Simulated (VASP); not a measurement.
# KF in VASP: a series of runs, part 2 of 2

VASP 6.6.1.

## 4. Electric field gradients, LDA (atom 1 (K) moved by [0.046188, 0.046188, 0.046188] A)

INCAR reads:

```
SYSTEM = KF
PREC = Accurate
ENCUT = 520
EDIFF = 1E-8
ISMEAR = -1
SIGMA = 0.02
LREAL = .FALSE.
LASPH = .TRUE.
NELM = 60
ALGO = Normal
ISIF = 2
LWAVE = .FALSE.
LCHARG = .FALSE.
LEFG = .TRUE.
NBANDS = 15
```

KPOINTS reads:

```
regular mesh
0
G
  9 9 9
  0 0 0
```

POSCAR reads:

```
KF
1.0
    3.2589550000      0.0000000000      0.0000000000
    0.0000000000      3.2589550000      0.0000000000
    0.0000000000      0.0000000000      3.2589550000
K F
1 1
Direct
    0.0141726412      0.0141726412      0.0141726412
    0.5000000000      0.5000000000      0.5000000000
```

Potentials or basis: VASP PAW LDA potentials, release 64 (K_sv, F).

Command:

```
cat potpaw_LDA.64/K_sv/POTCAR potpaw_LDA.64/F/POTCAR > POTCAR
mpirun -np 1 vasp_std > vasp.out
```

OUTCAR:

```text
SYSTEM = KF
   PREC = Accurate
   ENCUT = 520
   EDIFF = 1E-8
   ISMEAR = -1
   LREAL = .FALSE.
   LASPH = .TRUE.
   NELM = 60
   ISIF = 2

 ion  position               nearest neighbor table
   1  0.014  0.014  0.014-   2 2.74   2 2.80   2 2.80   2 2.80   2 2.85   2 2.85   2 2.85
   2  0.500  0.500  0.500-   1 2.74   1 2.80   1 2.80   1 2.80   1 2.85   1 2.85   1 2.85

  LATTYP: Found a simple cubic cell.
 ALAT       =     3.2589550000

  Lattice vectors:

 A1 = (   3.2589550000,   0.0000000000,   0.0000000000)
 A2 = (   0.0000000000,   3.2589550000,   0.0000000000)
 A3 = (   0.0000000000,   0.0000000000,   3.2589550000)

Analysis of symmetry for initial positions (statically):
=====================================================================
 Subroutine PRICEL returns:
 Original cell was already a primitive cell.

 Routine SETGRP: Setting up the symmetry group for a
 simple cubic supercell.
[... 619 lines left out ...]
  energy-cutoff  :      520.00
  volume of cell :       34.61
      direct lattice vectors                 reciprocal lattice vectors
     3.258955000  0.000000000  0.000000000     0.306846827  0.000000000  0.000000000
     0.000000000  3.258955000  0.000000000     0.000000000  0.306846827  0.000000000
     0.000000000  0.000000000  3.258955000     0.000000000  0.000000000  0.306846827

 POSITION                                       TOTAL-FORCE (eV/Angst)
 -----------------------------------------------------------------------------------
      0.04619      0.04619      0.04619        -0.017185     -0.017185     -0.017185
      1.62948      1.62948      1.62948         0.017185      0.017185      0.017185
 -----------------------------------------------------------------------------------
    total drift:                                0.000127      0.000127      0.000127

  FREE ENERGIE OF THE ION-ELECTRON SYSTEM (eV)
  ---------------------------------------------------
  free  energy   TOTEN  =        -8.8675764864 eV

  energy  without entropy=       -8.8675764864  energy(sigma->0) =       -8.86757649

 Electric field gradients (V/A^2)
---------------------------------------------------------------------
 ion       V_xx      V_yy      V_zz      V_xy      V_xz      V_yz
---------------------------------------------------------------------
   1       0.000    -0.000    -0.000    -0.187    -0.187    -0.187
   2       0.000     0.000    -0.000    -0.153    -0.153    -0.153
---------------------------------------------------------------------

 Electric field gradients after diagonalization (V/A^2)
 (convention: |V_zz| > |V_xx| > |V_yy|)
----------------------------------------------------------------------
 ion       V_xx      V_yy      V_zz     asymmetry (V_yy - V_xx)/ V_zz
----------------------------------------------------------------------
   1       0.187     0.187    -0.373       0.000
   2       0.153     0.153    -0.306       0.000
----------------------------------------------------------------------

           NMR quadrupolar parameters

 Cq : quadrupolar parameter    Cq=e*Q*V_zz/h
 eta: asymmetry parameters     (V_yy - V_xx)/ V_zz
 Q  : nuclear electric quadrupole moment in mb (millibarn)
----------------------------------------------------------------------
 ion       Cq(MHz)       eta       Q (mb)
----------------------------------------------------------------------
   1      -0.001       0.000       1.000
   2      -0.001       0.000       1.000
----------------------------------------------------------------------
```

OSZICAR:

```text
N       E                     dE             d eps       ncg     rms          rms(c)
DAV:   1     0.109206409930E+03    0.10921E+03   -0.81942E+03  2550   0.104E+03
DAV:   2    -0.532614872475E+01   -0.11453E+03   -0.10412E+03  3271   0.292E+02
DAV:   3    -0.985416712563E+01   -0.45280E+01   -0.45039E+01  3247   0.517E+01
DAV:   4    -0.100212399988E+02   -0.16707E+00   -0.16704E+00  3664   0.917E+00
DAV:   5    -0.100228763690E+02   -0.16364E-02   -0.16364E-02  3397   0.921E-01    0.570E+00
DAV:   6    -0.897080857034E+01    0.10521E+01   -0.25524E+00  2809   0.133E+01    0.386E+00
DAV:   7    -0.890652596338E+01    0.64283E-01   -0.80311E-02  3201   0.231E+00    0.216E+00
DAV:   8    -0.886740583841E+01    0.39120E-01   -0.47106E-02  3033   0.212E+00    0.249E-01
DAV:   9    -0.886754875330E+01   -0.14291E-03   -0.25155E-03  3104   0.494E-01    0.890E-02
DAV:  10    -0.886756994036E+01   -0.21187E-04   -0.16942E-04  3624   0.134E-01    0.604E-02
DAV:  11    -0.886757988294E+01   -0.99426E-05   -0.25960E-05  2942   0.602E-02    0.167E-02
DAV:  12    -0.886757643644E+01    0.34465E-05   -0.68387E-06  3066   0.332E-02    0.210E-03
DAV:  13    -0.886757648819E+01   -0.51754E-07   -0.48360E-07  3190   0.628E-03    0.109E-03
DAV:  14    -0.886757648635E+01    0.18363E-08   -0.18011E-08  2750   0.137E-03
   1 F= -.88675765E+01 E0= -.88675765E+01  d E =-.163688E-13
```

Wall time 23 s (1 thread of AMD EPYC 7R43 (Zen 3), shared host); peak memory 0.12 GiB.

What came out:

| Item | Value |
| --- | --- |
| Free energy | -8.8676 eV |
| Pressure | -5.6 GPa |
| Largest force | 0.030 eV/Å |
| Band gap on the k mesh | 5.92 eV, indirect (least direct gap 5.96 eV) |

Forces on the atoms (eV/Å):
```
K   -0.017 -0.017 -0.017
F    0.017  0.017  0.017
```

Electric field gradients, principal values (V/Å²):
| atom | least | middle | greatest (by size) |
| --- | --- | --- | --- |
| 1 K | 0.187 | 0.187 | -0.373 |
| 2 F | 0.153 | 0.153 | -0.306 |

Caveat: the cell differs from its parent crystal (atom 1 (K) moved by [0.046188, 0.046188, 0.046188] A); without QUAD_EFG the Cq values of the log hold for a quadrupole moment of 1 mb, not for the nuclei. A k mesh can miss the band edges.

## 5. Electric field gradients, LDA (atom 1 (K) moved by [0.046188, 0.046188, 0.046188] A)

INCAR reads:

```
ALGO     = Normal         # electronic algorithm
EDIFF    = 1E-8           # SCF threshold, eV
ENCUT    = 520            # plane-wave cutoff, eV
GGA      = CA             # functional
ISIF     = 2              # what is computed and relaxed
ISMEAR   = -1             # smearing method
LASPH    = True           # aspherical terms in the spheres
LCHARG   = False          # write CHGCAR
LEFG     = True         
LREAL    = False          # projectors in reciprocal space
LWAVE    = False          # write WAVECAR
NBANDS   = 15             # bands
NELM     = 80             # most SCF steps
PREC     = Accurate       # precision mode
SIGMA    = 0.02           # smearing width, eV
```

KPOINTS reads:

```
k-points
0
Gamma
  9 9 9
```

POSCAR is that of step 4.

Potentials or basis: VASP PAW LDA potentials, release 64 (K_sv, F).

Command:

```
cat potpaw_LDA.64/K_sv/POTCAR potpaw_LDA.64/F/POTCAR > POTCAR
mpirun -np 1 vasp_std > vasp.out
```

OUTCAR:

```text
EDIFF = 1E-8
   ENCUT = 520
   GGA = CA
   ISIF = 2
   ISMEAR = -1
   LASPH = True
   LREAL = False
   NELM = 80
   PREC = Accurate

 ion  position               nearest neighbor table
   1  0.014  0.014  0.014-   2 2.74   2 2.80   2 2.80   2 2.80   2 2.85   2 2.85   2 2.85
   2  0.500  0.500  0.500-   1 2.74   1 2.80   1 2.80   1 2.80   1 2.85   1 2.85   1 2.85

  LATTYP: Found a simple cubic cell.
 ALAT       =     3.2589550000

  Lattice vectors:

 A1 = (   3.2589550000,   0.0000000000,   0.0000000000)
 A2 = (   0.0000000000,   3.2589550000,   0.0000000000)
 A3 = (   0.0000000000,   0.0000000000,   3.2589550000)

Analysis of symmetry for initial positions (statically):
=====================================================================
 Subroutine PRICEL returns:
 Original cell was already a primitive cell.

 Routine SETGRP: Setting up the symmetry group for a
 simple cubic supercell.

 Subroutine GETGRP returns: Found  6 space group operations
 (whereof  6 operations were pure point group operations)
 out of a pool of 48 trial point group operations.

The static configuration has the point symmetry C_3v.

Analysis of symmetry for dynamics (positions and initial velocities):
=====================================================================
 Subroutine PRICEL returns:
 Original cell was already a primitive cell.

 Routine SETGRP: Setting up the symmetry group for a
 simple cubic supercell.

 Subroutine GETGRP returns: Found  6 space group operations
 (whereof  6 operations were pure point group operations)
 out of a pool of 48 trial point group operations.

The dynamic configuration has the point symmetry C_3v.

 Subroutine INISYM returns: Found  6 space group operations
 (whereof  6 operations are pure point group operations),
 and found     1 'primitive' translations

----------------------------------------------------------------------------------------

                                     Primitive cell

  volume of cell :      34.6127

  direct lattice vectors                    reciprocal lattice vectors
     3.258955000  0.000000000  0.000000000     0.306846827  0.000000000  0.000000000
     0.000000000  3.258955000  0.000000000     0.000000000  0.306846827  0.000000000
     0.000000000  0.000000000  3.258955000     0.000000000  0.000000000  0.306846827

  length of vectors
     3.258955000  3.258955000  3.258955000     0.306846827  0.306846827  0.306846827

  position of ions in fractional coordinates (direct lattice)
     0.014172641  0.014172641  0.014172641
     0.500000000  0.500000000  0.500000000

  ion indices of the primitive-cell ions
   primitive index   ion index
                 1           1
                 2           2

----------------------------------------------------------------------------------------

 KPOINTS: k-points

Automatic generation of k-mesh.
 Grid dimensions read from file:
 generate k-points for:    9    9    9
[... 75 lines left out ...]
   NELECT =      16.0000    total number of electrons
   NUPDOWN=      -1.0000    fix difference up-down
   EMIN   =  10.00;   EMAX   =-10.00  energy-range for DOS
   EFERMI =   0.00;   METHOD = LEGACY
   ISMEAR =    -1;   SIGMA  =   0.02  broadening in eV -4-tet -1-fermi 0-gaus
   EFERMI_NEDOS =   21; number of points for ismear=-14 and -15
   IALGO  =     38    algorithm
   IMIX   =      4    mixing-type and parameters
     AMIX     =   0.40;   BMIX     =  1.00
     AMIX_MAG =   1.60;   BMIX_MAG =  1.00
  volume/ion in A,a.u.               =      17.31       116.79
  Fermi-wavevector in a.u.,A,eV,Ry     =   1.265814  2.392041 21.800402  1.602284
  Thomas-Fermi vector in A             =   2.399047
   LORBIT       =      0    0 simple, 1 ext, 2 COOP (PROOUT), +10 PAW based schemes
   GGA     = CA    functional components
   LHFCALC =     F    Hartree Fock is set to
   AEXX    =    0.0000 exact exchange contribution
   IVDW    =     0    specifies the selected vdW correction
   LEPSILON=     F    determine dielectric tensor
   LRPA    =     F    only Hartree local field effects (RPA)
 non-spin polarized calculation
  energy-cutoff  :      520.00
  volume of cell :       34.61
 maximum number of plane-waves:       947
   NGX = 13   NGY = 13   NGZ = 13

 number of electron      15.9999987 magnetization

 Free energy of the ion-electron system (eV)
  ---------------------------------------------------
  ext. energy  EPLUGINS =         0.00000000
  ---------------------------------------------------
  free energy    TOTEN  =        -8.86757649 eV

  energy without entropy =       -8.86757649  energy(sigma->0) =       -8.86757649

 E-fermi :  -1.9094     XC(G=0):  -9.7241

 val. band max:       -2.4765414822   @ k =  -0.4444   0.4444   0.0000
 cond. band min:       3.4475532199   @ k =   0.0000   0.0000   0.0000
 fundamental gap:      5.9240947022
 Fermi energy:        -1.9094013430

 k-point     1 :       0.0000    0.0000    0.0000
  band No.  band energies     occupation
      1     -28.9678      2.00000
      2     -20.9307      2.00000
      3     -12.2136      2.00000
      4     -12.2136      2.00000
      5     -12.2132      2.00000
      6      -2.5180      2.00000
      7      -2.5180      2.00000
      8      -2.5139      2.00000
      9       3.4476      0.00000
     10       5.6248      0.00000
     11       5.6248      0.00000
     12      11.3901      0.00000
     13      11.3901      0.00000
     14      11.3901      0.00000
[... 401 lines left out ...]
      2     -20.8453      2.00000
      3     -13.0135      2.00000
      4     -12.9986      2.00000
      5     -12.0142      2.00000
      6      -3.1151      2.00000
      7      -3.0770      2.00000
      8      -2.4766      2.00000
      9       5.8931      0.00000
     10       6.2966      0.00000
     11       9.3637      0.00000
     12       9.4078      0.00000
     13      10.9380      0.00000
     14      11.1243      0.00000
     15      13.4049      0.00000

 [... further k-points ...]
[... 5 lines left out ...]
  --------------------------------------------------------------------------------------
  -------------------------------------------------------------------------------------
  Total       -1.2091618     -1.2091618     -1.2091618      0.0100150      0.0100150      0.0100150
  in kB      -55.9705937    -55.9705937    -55.9705937      0.4635824      0.4635824      0.4635824
  external PRESSURE =     -55.9705937 kB  Pullay stress =       0.0000000 kB

 VOLUME and BASIS-vectors are now :
 -----------------------------------------------------------------------------
  energy-cutoff  :      520.00
  volume of cell :       34.61
      direct lattice vectors                 reciprocal lattice vectors
     3.258955000  0.000000000  0.000000000     0.306846827  0.000000000  0.000000000
     0.000000000  3.258955000  0.000000000     0.000000000  0.306846827  0.000000000
     0.000000000  0.000000000  3.258955000     0.000000000  0.000000000  0.306846827

 POSITION                                       TOTAL-FORCE (eV/Angst)
 -----------------------------------------------------------------------------------
      0.04619      0.04619      0.04619        -0.017185     -0.017185     -0.017185
      1.62948      1.62948      1.62948         0.017185      0.017185      0.017185
 -----------------------------------------------------------------------------------
    total drift:                                0.000127      0.000127      0.000127

  FREE ENERGIE OF THE ION-ELECTRON SYSTEM (eV)
  ---------------------------------------------------
  free  energy   TOTEN  =        -8.8675764864 eV

  energy  without entropy=       -8.8675764864  energy(sigma->0) =       -8.86757649

 Electric field gradients (V/A^2)
---------------------------------------------------------------------
 ion       V_xx      V_yy      V_zz      V_xy      V_xz      V_yz
---------------------------------------------------------------------
   1       0.000    -0.000    -0.000    -0.187    -0.187    -0.187
   2       0.000     0.000    -0.000    -0.153    -0.153    -0.153
---------------------------------------------------------------------

 Electric field gradients after diagonalization (V/A^2)
 (convention: |V_zz| > |V_xx| > |V_yy|)
----------------------------------------------------------------------
 ion       V_xx      V_yy      V_zz     asymmetry (V_yy - V_xx)/ V_zz
----------------------------------------------------------------------
   1       0.187     0.187    -0.373       0.000
   2       0.153     0.153    -0.306       0.000
----------------------------------------------------------------------

           NMR quadrupolar parameters

 Cq : quadrupolar parameter    Cq=e*Q*V_zz/h
 eta: asymmetry parameters     (V_yy - V_xx)/ V_zz
 Q  : nuclear electric quadrupole moment in mb (millibarn)
----------------------------------------------------------------------
 ion       Cq(MHz)       eta       Q (mb)
----------------------------------------------------------------------
   1      -0.001       0.000       1.000
   2      -0.001       0.000       1.000
----------------------------------------------------------------------
```

It took 24 s on 1 thread of AMD EPYC 7R43 (Zen 3), shared host; peak memory 0.12 GiB.

What came out:

```yaml
Free_energy: -8.8676 eV
Pressure: -5.6 GPa
Largest_force: 0.030 eV/Å
Band_gap_on_the_k_mesh: 5.92 eV, indirect (least direct gap 5.96 eV)
```

Forces in eV/Å, atoms in the order of the input:
```
K   -0.017 -0.017 -0.017
F    0.017  0.017  0.017
```

Levels at points of the mesh, in eV from the valence-band top:
```
           k point  band 4  band 5  band 6  band 7  band 8  band 9  band 10  band 11  band 12  band 13
(0.00, 0.00, 0.00)   -9.74   -9.74   -0.04   -0.04   -0.04    5.92     8.10     8.10    13.87    13.87
```

Electric field gradients, principal values (V/Å²):
| atom | least | middle | greatest (by size) |
| --- | --- | --- | --- |
| 1 K | 0.187 | 0.187 | -0.373 |
| 2 F | 0.153 | 0.153 | -0.306 |

Caveat: the cell differs from its parent crystal (atom 1 (K) moved by [0.046188, 0.046188, 0.046188] A); without QUAD_EFG the Cq values of the log hold for a quadrupole moment of 1 mb, not for the nuclei. A k mesh can miss the band edges.

## 6. Summary

```tsv
level	potentials or basis	cell	gap on the mesh (eV)	pressure (GPa)
PBEsol	VASP PAW PBE potentials, release 64 (K_sv, F)	a = 3.275, b = 3.275, c = 3.226 Å, 2 atoms	6.07	-2.5
LDA	VASP PAW LDA potentials, release 64 (K_sv, F)	a = 3.292, b = 3.292, c = 3.259 Å, 2 atoms	5.77	-6.1
LDA	VASP PAW LDA potentials, release 64 (K_sv, F)	a = 3.259 Å, 2 atoms	5.92	-5.6
```

Alike in all rows: task electric field gradients; no spin polarisation; k mesh 9 × 9 × 9; cutoff (eV) 520; smearing fermi-dirac 0.02 eV.

Caveats: the PAW data sets were made with another functional, which shifts forces and pressure a little (some runs).

Absolute energies hang on the potentials; compare differences alone.
